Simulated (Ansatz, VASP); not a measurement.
# Two plane-wave programs on Si

Contents of INCAR:

```
SYSTEM = Si
ALGO     = Normal         ! electronic algorithm
EDIFF    = 1E-7           ! SCF threshold, eV
ENCUT    = 520            ! plane-wave cutoff, eV
GGA      = PS             ! functional
ISIF     = 2              ! what is computed and relaxed
ISMEAR   = 0              ! smearing method
LASPH    = .TRUE.         ! aspherical terms in the spheres
LCHARG   = .FALSE.        ! write CHGCAR
LREAL    = .FALSE.        ! projectors in reciprocal space
LWAVE    = .FALSE.        ! write WAVECAR
NBANDS   = 16             ! bands
NELM     = 80             ! most SCF steps
PREC     = Accurate       ! precision mode
SIGMA    = 0.03           ! smearing width, eV
```

The input KPOINTS:

```
k-points
0
G
  12 12 12
  0 0 0
```

The input POSCAR:

```
Si
1.0
   -3.3818795677      3.3818795677      1.8022036216
    3.3818795677     -3.3818795677      1.8022036216
    3.3818795677      3.3818795677     -1.8022036216
Si
4
Direct
    0.1787304307      0.1787304307      0.3574608614
    0.8212695693      0.8212695693      0.6425391386
    0.1787304307      0.8212695693      0.0000000000
    0.8212695693      0.1787304307      0.0000000000
```

Input for Ansatz:

```yaml
crystal:
  lattice:
    - [-3.3818795677, 3.3818795677, 1.8022036216]
    - [3.3818795677, -3.3818795677, 1.8022036216]
    - [3.3818795677, 3.3818795677, -1.8022036216]
  atoms:
    - { symbol: Si, position: [0.1787304307, 0.1787304307, 0.3574608614] }
    - { symbol: Si, position: [0.8212695693, 0.8212695693, 0.6425391386] }
    - { symbol: Si, position: [0.1787304307, 0.8212695693, 0.0] }
    - { symbol: Si, position: [0.8212695693, 0.1787304307, 0.0] }
basis:
  ecutwfc: 420
kpoints:
  mp_grid: { grid: [12, 12, 12] }
hamiltonian:
  xc: pbesol
  pseudopotentials: { kind: paw, azcp: { folder: soft_1 } }
scf:
  occupations: { method: gaussian, width: 0.03 }
output:
  forces: true
  stress: true
  eigenvalues: true
```

Alike in both runs: task single point; functional PBEsol; k mesh 12 × 12 × 12; occupations gaussian, width 0.03 eV; no spin polarisation.

```csv
,VASP,Ansatz
version,VASP 6.6.1,Ansatz 0.2.0
potentials or method,"VASP PAW PBE potentials, release 64 (Si), cutoff 520 eV","scalar-relativistic, plane waves, PAW"
valence electrons in the cell,16,16
```

|  | VASP | Ansatz | Ansatz less VASP |
| --- | --- | --- | --- |
| gap on the k mesh at the Fermi level (eV) | none | none | - |
| pressure (GPa) | 3.5 | 3.4 | -0.12 |
| traceless stress, the component that is largest in VASP (GPa) | 10.43 | 10.38 | -0.047 |
| rms of the force components (eV/Å) | 0.549 | 0.547 | -0.0020 |

VASP's potentials were made for PBE, not for PBEsol, and Ansatz warns of the same on its side. Atom by atom the forces differ by 0.002 eV/Å (rms over components). A gap of «none» marks a metal or a gap that the smearing closes. The functional is the same, so the differences come from potentials, cutoffs and numerics.
